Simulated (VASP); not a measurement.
Wanted: the native input for a VASP 6.6.1 run.

* Task: single point
* Functional: PBE
* Potentials or basis: VASP PAW PBE potentials, release 64 (Tl_d, In_d, H)
* Cutoff: 520 eV
* k mesh: 5 × 5 × 5
* Occupations: fermi-dirac, width 0.1 eV
* Spin: no spin polarisation
* Dipole correction: no
* Further INCAR settings: ALGO = Normal; EDIFF = 1e-06; NBANDS = 38

The structure of TlInH2 lies in POSCAR:

```
TlInH2
1.0
   -3.3697530312      3.3697530312      3.3148326416
    3.3697530312     -3.3697530312      3.3148326416
    3.3697530312      3.3697530312     -3.3148326416
Tl In H
2 2 4
Direct
    0.2500000000      0.2500000000      0.0000000000
    0.7500000000      0.7500000000      0.0000000000
    0.7500000000      0.2500000000      0.5000000000
    0.2500000000      0.7500000000      0.5000000000
    0.6280709113      0.1280709113      0.7561418225
    0.1280709113      0.3719290887      0.5000000000
    0.3719290887      0.8719290887      0.2438581775
    0.8719290887      0.6280709113      0.5000000000
```

The input as run:

INCAR

```
SYSTEM = TlInH2
PREC = Accurate
ENCUT = 520
EDIFF = 1E-6
ISMEAR = -1
SIGMA = 0.1
LREAL = .False.
LASPH = .True.
NELM = 80
ALGO = Normal
ISIF = 2
LWAVE = .False.
LCHARG = .False.
GGA = PE
NBANDS = 38
```

KPOINTS

```
regular mesh
0
Gamma
  5 5 5
  0 0 0
```

Potentials or basis: VASP PAW PBE potentials, release 64 (Tl_d, In_d, H).

Launch:

```console
$ cat potpaw_PBE.64/Tl_d/POTCAR potpaw_PBE.64/In_d/POTCAR potpaw_PBE.64/H/POTCAR > POTCAR
$ mpirun -np 1 vasp_std > vasp.out
```

Results of the run:

| Item | Value |
| --- | --- |
| Pressure | -0.1 GPa |
| Band gap on the k mesh | zero (band 28 reaches 5.21 eV, above the bottom of band 29 at 3.96 eV) |

Caveat: spin-orbit coupling is left out, which moves the levels of the heavy elements.

Wall time 72 s on 1 thread of Intel(R) Xeon(R) 6975P-C (Granite Rapids), on a shared host, peak memory 0.36 GiB.
